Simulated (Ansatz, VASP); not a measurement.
Sn in VASP and in Ansatz

File INCAR:

```
ALGO     = Normal         # electronic algorithm
EDIFF    = 1E-8           # SCF threshold, eV
ENCUT    = 520            # plane-wave cutoff, eV
GGA      = CA             # functional
ISIF     = 2              # what is computed and relaxed
ISMEAR   = -1             # smearing method
LASPH    = True           # aspherical terms in the spheres
LCHARG   = False          # write CHGCAR
LEFG     = True         
LREAL    = False          # projectors in reciprocal space
LWAVE    = False          # write WAVECAR
NBANDS   = 21             # bands
NELM     = 80             # most SCF steps
PREC     = Accurate       # precision mode
SIGMA    = 0.03           # smearing width, eV
```

File KPOINTS:

```
k-points
0
Gamma
  9 9 9
```

File POSCAR:

```
Sn
1.0
    0.0000000000      3.2456000000      3.3429680000
    3.2456000000      0.0000000000      3.3429680000
    3.2456000000      3.2456000000      0.0000000000
Sn
2
Direct
    0.5000000000      0.5000000000      0.5000000000
    0.7500000000      0.7500000000      0.7500000000
```

Input for Ansatz:

```yaml
crystal:
  lattice:
    - [0.0, 3.2456, 3.342968]
    - [3.2456, 0.0, 3.342968]
    - [3.2456, 3.2456, 0.0]
  atoms:
    - { symbol: Sn, position: [0.5, 0.5, 0.5] }
    - { symbol: Sn, position: [0.75, 0.75, 0.75] }
kpoints:
  mp_grid: { grid: [9, 9, 9] }
scf:
  occupations: { method: fermi_dirac, width: 0.03 }
hamiltonian:
  xc: lda
  pseudopotentials: { kind: paw }
output:
  forces: true
  stress: true
  eigenvalues: true
  efg: { contact_densities: true }
```

Change from the starting cell: zz strain of +3 %, PAW files.

Alike in both runs: task electric field gradients; functional LDA; k mesh 9 × 9 × 9; occupations fermi-dirac, width 0.03 eV; no spin polarisation.

|  | VASP | Ansatz |
| --- | --- | --- |
| version | VASP 6.6.1 | Ansatz 0.2.0 |
| potentials or method | VASP PAW LDA potentials, release 64 (Sn_d) | PAW with Ansatz's default frozen-core files, scalar-relativistic |
| plane-wave cutoff (eV) | 520 | 420 |
| valence electrons in the cell | 28 | 28 |

```tsv
	VASP	Ansatz	Ansatz less VASP
pressure (GPa)	-1.5	-1.5	+0.02
traceless stress, the component that is largest in VASP (GPa)	-0.59	-0.57	+0.011
size of Vzz on the site where it differs most (V/Å²)	6.7	7.3	+0.60
```

LDA's correlation is that of Perdew and Zunger in VASP and of Perdew and Wang (1992) in Ansatz.
